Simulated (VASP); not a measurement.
Runs of VASP 6.6.1 on Zn. The structure is that of space group P6_3/mmc (No. 194), or close to it. The cells are those of the table. 

| cell | gap on the mesh (eV) | pressure (GPa) |
| --- | --- | --- |
| a = 2.610, b = 2.610, c = 4.846 Å, angles 90.0, 90.0, 120.0°, 2 atoms | none | -0.3 |
| a = 2.620, b = 2.620, c = 4.863 Å, angles 90.0, 90.0, 120.0°, 2 atoms | none | -1.2 |
| a = 2.674, b = 2.674, c = 4.963 Å, angles 90.0, 90.0, 120.0°, 2 atoms | none | (b) |
| a = 2.647, b = 2.647, c = 4.913 Å, angles 90.0, 90.0, 120.0°, 2 atoms | none | -3.7 |
| a = 2.682, b = 2.682, c = 4.979 Å, angles 90.0, 90.0, 120.0°, 2 atoms | none | -6.2 |
| a = 2.629, b = 2.629, c = 4.880 Å, angles 90.0, 90.0, 120.0°, 2 atoms | none | -2.1 |
| a = 2.717, b = 2.717, c = 5.044 Å, angles 90.0, 90.0, 120.0°, 2 atoms | none | -8.1 |
| a = 2.700, b = 2.700, c = 5.012 Å, angles 90.0, 90.0, 120.0°, 2 atoms | none | -7.2 |
| a = 2.708, b = 2.708, c = 5.028 Å, angles 90.0, 90.0, 120.0°, 2 atoms | none | -7.7 |
| a = 2.656, b = 2.656, c = 4.930 Å, angles 90.0, 90.0, 120.0°, 2 atoms | none | (c) |
| a = 2.691, b = 2.691, c = 4.947 Å, angles 90.0, 90.0, 120.0°, 2 atoms | none | -6.3 |
| a = 2.665, b = 2.665, c = 4.897 Å, angles 90.0, 90.0, 120.0°, 2 atoms | none | (a) |

Alike in all rows: task single point; level PBEsol; potentials or basis VASP PAW PBE potentials, release 64 (Zn); no spin polarisation; k mesh 18 × 18 × 8; cutoff (eV) 520; smearing fermi-dirac 0.03 eV.

Task: Fill in the values left out.

Result: (a) -4.5; (b) -5.6; (c) -4.4.

Caveats: the PAW data sets were made with another functional, which shifts forces and pressure a little; the cell stands under tension (at least some runs).

A gap of «none» marks levels without a gap at the run's occupations.
